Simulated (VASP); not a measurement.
# IrRh4 (I4/m) in VASP: single point with PBE

Aim: the single point of IrRh4 with PBE.

All numbers are computed with VASP 6.6.1; they aren't measurements. Logs are shortened: lines on timing, memory, paths and dates and some standing lists are left out, and cuts for length are marked.

### Step 1. The cell of the first run

The structure is tetragonal, space group I4/m (No. 87). The conventional cell has a = 6.067 Å, b = 6.067 Å, c = 3.835 Å, α = 90.00°, β = 90.00°, γ = 90.00°. Within 3.6 Å of Ir (site symmetry 4/m) lie 12 Rh at 2.71 Å. Within 3.6 Å of Rh (site symmetry m) lie 9 Rh at 2.70 to 2.73 Å and 3 Ir at 2.71 Å.

### Step 2. Single point, PBE

Contents of INCAR:

```
SYSTEM = IrRh4
PREC = Accurate
ENCUT = 520
EDIFF = 1E-6
ISMEAR = 0
SIGMA = 0.1
LREAL = .False.
LASPH = .True.
NELM = 100
ALGO = Fast
ISIF = 2
LWAVE = .False.
LCHARG = .False.
GGA = PE
NBANDS = 42
```

Contents of KPOINTS:

```
Automatic mesh
0
Gamma
  12 12 12
  0 0 0
```

Contents of POSCAR:

```
IrRh4
1.0
   -3.0336387000      3.0336387000      1.9174808000
    3.0336387000     -3.0336387000      1.9174808000
    3.0336387000      3.0336387000     -1.9174808000
Ir Rh
1 4
Direct
    0.0000000000      0.0000000000      0.0000000000
    0.7993180000      0.6013260000      0.4006440000
    0.2006820000      0.3986740000      0.5993560000
    0.3986740000      0.7993180000      0.1979920000
    0.6013260000      0.2006820000      0.8020080000
```

Potentials or basis: VASP PAW PBE potentials, release 64 (Ir, Rh_pv).

Launch:

```bash
> cat potpaw_PBE.64/Ir/POTCAR potpaw_PBE.64/Rh_pv/POTCAR > POTCAR
> mpirun -np 1 vasp_std > vasp.out
```

OUTCAR:

```text
SYSTEM = IrRh4
   PREC = Accurate
   ENCUT = 520
   EDIFF = 1E-6
   ISMEAR = 0
   LREAL = .False.
   LASPH = .True.
   NELM = 100
   ISIF = 2
   GGA = PE

 ion  position               nearest neighbor table
   1  0.000  0.000  0.000-   3 2.71   4 2.71   5 2.71   2 2.71   2 2.71   4 2.71   5 2.71   3 2.71
                             3 2.71   5 2.71   4 2.71   2 2.71
   2  0.799  0.601  0.401-   3 2.70   3 2.70   1 2.71   5 2.71   4 2.71   1 2.71   1 2.71   4 2.72
                             5 2.72   5 2.72   4 2.72   3 2.73
   3  0.201  0.399  0.599-   2 2.70   2 2.70   1 2.71   4 2.71   5 2.71   1 2.71   1 2.71   5 2.72
                             4 2.72   4 2.72   5 2.72   2 2.73
   4  0.399  0.799  0.198-   5 2.70   5 2.70   1 2.71   3 2.71   2 2.71   1 2.71   1 2.71   2 2.72
                             3 2.72   3 2.72   2 2.72   5 2.73
   5  0.601  0.201  0.802-   4 2.70   4 2.70   1 2.71   3 2.71   2 2.71   1 2.71   1 2.71   3 2.72
                             2 2.72   2 2.72   3 2.72   4 2.73

  LATTYP: Found a body centered tetragonal cell.
 ALAT       =     6.0672774000
 C/A-ratio  =     0.6320728965

  Lattice vectors:

 A1 = (  -3.0336387000,   3.0336387000,   1.9174808000)
 A2 = (   3.0336387000,  -3.0336387000,   1.9174808000)
 A3 = (   3.0336387000,   3.0336387000,  -1.9174808000)

Analysis of symmetry for initial positions (statically):
=====================================================================
 Subroutine PRICEL returns:
 Original cell was already a primitive cell.

 Routine SETGRP: Setting up the symmetry group for a
 body centered tetragonal supercell.

 Subroutine GETGRP returns: Found  8 space group operations
 (whereof  8 operations were pure point group operations)
 out of a pool of 16 trial point group operations.

The static configuration has the point symmetry C_4h.

Analysis of symmetry for dynamics (positions and initial velocities):
=====================================================================
 Subroutine PRICEL returns:
 Original cell was already a primitive cell.

 Routine SETGRP: Setting up the symmetry group for a
 body centered tetragonal supercell.

 Subroutine GETGRP returns: Found  8 space group operations
 (whereof  8 operations were pure point group operations)
 out of a pool of 16 trial point group operations.

The dynamic configuration has the point symmetry C_4h.

 Subroutine INISYM returns: Found  8 space group operations
 (whereof  8 operations are pure point group operations),
 and found     1 'primitive' translations

----------------------------------------------------------------------------------------

                                     Primitive cell

  volume of cell :      70.5860

  direct lattice vectors                    reciprocal lattice vectors
    -3.033638700  3.033638700  1.917480800     0.000000000  0.164818572  0.260758804
     3.033638700 -3.033638700  1.917480800     0.164818572  0.000000000  0.260758804
     3.033638700  3.033638700 -1.917480800     0.164818572  0.164818572  0.000000000

  length of vectors
     4.699219099  4.699219099  4.699219099     0.308480657  0.308480657  0.233088661

  position of ions in fractional coordinates (direct lattice)
     0.000000000  0.000000000  0.000000000
     0.799318000  0.601326000  0.400644000
     0.200682000  0.398674000  0.599356000
     0.398674000  0.799318000  0.197992000
     0.601326000  0.200682000  0.802008000

  ion indices of the primitive-cell ions
   primitive index   ion index
                 1           1
                 2           2
                 3           3
                 4           4
                 5           5

----------------------------------------------------------------------------------------

 KPOINTS: Automatic mesh

Automatic generation of k-mesh.
 Grid dimensions read from file:
 generate k-points for:   12   12   12

 Generating k-lattice:

  Cartesian coordinates                     Fractional coordinates (reciprocal lattice)
     0.000000000  0.013734881  0.021729900     0.083333333  0.000000000  0.000000000
     0.013734881  0.000000000  0.021729900     0.000000000  0.083333333  0.000000000
     0.013734881  0.013734881  0.000000000     0.000000000  0.000000000  0.083333333

  Length of vectors
     0.025706721  0.025706721  0.019424055

  Shift w.r.t. Gamma in fractional coordinates (k-lattice)
     0.000000000  0.000000000  0.000000000

 Subroutine IBZKPT returns following result:
 ===========================================

 Found    242 irreducible k-points:

 Following reciprocal coordinates:
            Coordinates               Weight
  0.000000  0.000000  0.000000      1.000000
  0.083333  0.000000  0.000000      8.000000
  0.166667  0.000000  0.000000      8.000000
  0.250000  0.000000 -0.000000      8.000000
  0.333333  0.000000 -0.000000      8.000000
  0.416667  0.000000 -0.000000      8.000000
[... 16 lines left out ...]
 -0.250000  0.083333  0.000000      8.000000
 -0.083333  0.250000  0.000000      8.000000
 [... further k-points ...]
   k-points           NKPTS =    242   k-points in BZ     NKDIM =    242   number of bands    NBANDS=     42
   number of dos      NEDOS =    301   number of ions     NIONS =      5
   total plane-waves  NPLWV =  46656
   dimension x,y,z NGX =    36 NGY =   36 NGZ =   36
   dimension x,y,z NGXF=    72 NGYF=   72 NGZF=   72
   ions per type =               1   4
   NGX,Y,Z   is equivalent  to a cutoff of  12.74, 12.74, 12.74 a.u.
   NGXF,Y,Z  is equivalent  to a cutoff of  25.47, 25.47, 25.47 a.u.
 SYSTEM =  IrRh4
   PREC   = accura    normal or accurate (medium, high low for compatibility)
   ISTART =      0    job   : 0-new  1-cont  2-samecut
   ICHARG =      2    charge: 1-file 2-atom 10-const
   ISPIN  =      1    spin polarized calculation?
   LNONCOLLINEAR =      F non collinear calculations
   LSORBIT =      F    spin-orbit coupling
   LASPH  =      T    aspherical Exc in radial PAW
   ENCUT  =  520.0 eV  38.22 Ry    6.18 a.u.   8.74  8.74  8.74*2*pi/ulx,y,z
   NELM   =    100;   NELMIN=  2; NELMDL= -5     # of ELM steps
   EDIFF  = 0.1E-05   stopping-criterion for ELM
   LREAL  =      F    real-space projection
   EDIFFG = 0.1E-04   stopping-criterion for IOM
   NSW    =      0    number of steps for IOM
   IBRION =     -1    ionic relax: 0-MD 1-quasi-New 2-CG
   NFREE  =      0    steps in history (QN), initial steepest desc. (CG)
   ISIF   =      2    stress and relaxation
   ISYM   =      2    0-nonsym 1-usesym 2-fastsym
   POTIM  = 0.5000    time-step for ionic-motion
   TEBEG  =    0.0;   TEEND  =   0.0 temperature during run
   PSTRESS=    0.0 pullay stress
   NELECT =      69.0000    total number of electrons
   NUPDOWN=      -1.0000    fix difference up-down
   EMIN   =  10.00;   EMAX   =-10.00  energy-range for DOS
   EFERMI =   0.00;   METHOD = LEGACY
   ISMEAR =     0;   SIGMA  =   0.10  broadening in eV -4-tet -1-fermi 0-gaus
   EFERMI_NEDOS =   21; number of points for ismear=-14 and -15
   IALGO  =     68    algorithm
   IMIX   =      4    mixing-type and parameters
     AMIX     =   0.40;   BMIX     =  1.00
     AMIX_MAG =   1.60;   BMIX_MAG =  1.00
  volume/ion in A,a.u.               =      14.12        95.27
  Fermi-wavevector in a.u.,A,eV,Ry     =   1.624744  3.070321 35.916567  2.639793
  Thomas-Fermi vector in A             =   2.717981
   LORBIT       =      0    0 simple, 1 ext, 2 COOP (PROOUT), +10 PAW based schemes
   GGA     = PE    functional components
   LHFCALC =     F    Hartree Fock is set to
   AEXX    =    0.0000 exact exchange contribution
   IVDW    =     0    specifies the selected vdW correction
   LEPSILON=     F    determine dielectric tensor
   LRPA    =     F    only Hartree local field effects (RPA)
 non-spin polarized calculation
 RMM-DIIS sequential band-by-band and
 Gauss-broadening in eV      SIGMA  =   0.10
  energy-cutoff  :      520.00
  volume of cell :       70.59
 maximum number of plane-waves:      1928
   NGX = 17   NGY = 17   NGZ = 17

 number of electron      69.0000002 magnetization

 Free energy of the ion-electron system (eV)
  ---------------------------------------------------
  ext. energy  EPLUGINS =         0.00000000
  ---------------------------------------------------
  free energy    TOTEN  =       -37.98089904 eV

  energy without entropy =      -37.94937857  energy(sigma->0) =      -37.96513881

 E-fermi :  11.1943     XC(G=0): -13.8947

 val. band max:       11.1940869329   @ k =   0.4167   0.2500   0.1667
 cond. band min:      11.1951815195   @ k =  -0.0833  -0.3333   0.0000
 fundamental gap:      0.0010945865
 Fermi energy:        11.1942564368

 k-point     1 :       0.0000    0.0000    0.0000
  band No.  band energies     occupation
      1     -35.7080      2.00000
      2     -35.6894      2.00000
      3     -35.5833      2.00000
      4     -35.5833      2.00000
      5     -35.5648      2.00000
      6     -35.5648      2.00000
[... 34 lines left out ...]
     41      16.6062      0.00000
     42      17.4298      0.00000

 k-point     2 :       0.0833    0.0000    0.0000
  band No.  band energies     occupation
      1     -35.7142      2.00000
      2     -35.6890      2.00000
      3     -35.6144      2.00000
      4     -35.6098      2.00000
      5     -35.5590      2.00000
      6     -35.5310      2.00000
[... 34 lines left out ...]
     41      17.2754      0.00000
     42      17.8883      0.00000

 k-point     3 :       0.1667    0.0000    0.0000
  band No.  band energies     occupation
      1     -35.7291      2.00000
      2     -35.6940      2.00000
      3     -35.6458      2.00000
      4     -35.6224      2.00000
      5     -35.5613      2.00000
      6     -35.4883      2.00000
[... 897 lines left out ...]
      4     -35.6164      2.00000
      5     -35.5692      2.00000
      6     -35.4972      2.00000
[... 34 lines left out ...]
     41      18.0424      0.00000
     42      18.1802      0.00000

 k-point    24 :      -0.0833    0.2500    0.0000
  band No.  band energies     occupation
      1     -35.7210      2.00000
      2     -35.7068      2.00000
      3     -35.6437      2.00000
      4     -35.5989      2.00000
      5     -35.5874      2.00000
      6     -35.4882      2.00000
[... 34 lines left out ...]
     41      17.8202      0.00000
     42      18.7588      0.00000

 [... further k-points ...]

------------------------ aborting loop because EDIFF is reached ----------------------------------------

  FORCE on cell =-STRESS in cart. coord.  units (eV):
  Direction    XX          YY          ZZ          XY          YZ          ZX
  --------------------------------------------------------------------------------------
  -------------------------------------------------------------------------------------
  Total        0.0386922      0.0386922      0.0268375      0.0000000      0.0000000      0.0000000
  in kB        0.8782439      0.8782439      0.6091629      0.0000004      0.0000000      0.0000000
  external PRESSURE =       0.7885503 kB  Pullay stress =       0.0000000 kB

 VOLUME and BASIS-vectors are now :
 -----------------------------------------------------------------------------
  energy-cutoff  :      520.00
  volume of cell :       70.59
      direct lattice vectors                 reciprocal lattice vectors
    -3.033638700  3.033638700  1.917480800     0.000000000  0.164818572  0.260758804
     3.033638700 -3.033638700  1.917480800     0.164818572  0.000000000  0.260758804
     3.033638700  3.033638700 -1.917480800     0.164818572  0.164818572  0.000000000

 POSITION                                       TOTAL-FORCE (eV/Angst)
 -----------------------------------------------------------------------------------
      0.00000      0.00000      0.00000         0.000000      0.000000      0.000000
      0.61477      1.81605      1.91748         0.002855     -0.002388     -0.000000
      2.41887      1.21759      0.00000        -0.002855      0.002388      0.000000
      1.81605     -0.61477      1.91748        -0.002388     -0.002855      0.000000
      1.21759      3.64841      0.00000         0.002388      0.002855     -0.000000
 -----------------------------------------------------------------------------------
    total drift:                                0.000000      0.000000     -0.000000

  FREE ENERGIE OF THE ION-ELECTRON SYSTEM (eV)
  ---------------------------------------------------
  free  energy   TOTEN  =       -37.9808990383 eV

  energy  without entropy=      -37.9493785738  energy(sigma->0) =      -37.96513881
```

Wall time 15 min (1 thread of Intel Xeon Platinum 8488C (Sapphire Rapids), shared host); peak memory 0.64 GiB.

Results:

- Free energy: -37.9809 eV
- Pressure: 0.1 GPa
- Largest force: 0.004 eV/Å
- Band gap on the k mesh: zero (an odd number of electrons rules out a gap without spin polarisation)

Forces on the atoms (eV/Å):
```
Ir   0.000  0.000  0.000
Rh   0.003 -0.002  0.000
Rh  -0.003  0.002  0.000
Rh  -0.002 -0.003  0.000
Rh   0.002  0.003  0.000
```

Caveat: spin-orbit coupling is left out, which moves the levels of the heavy elements.
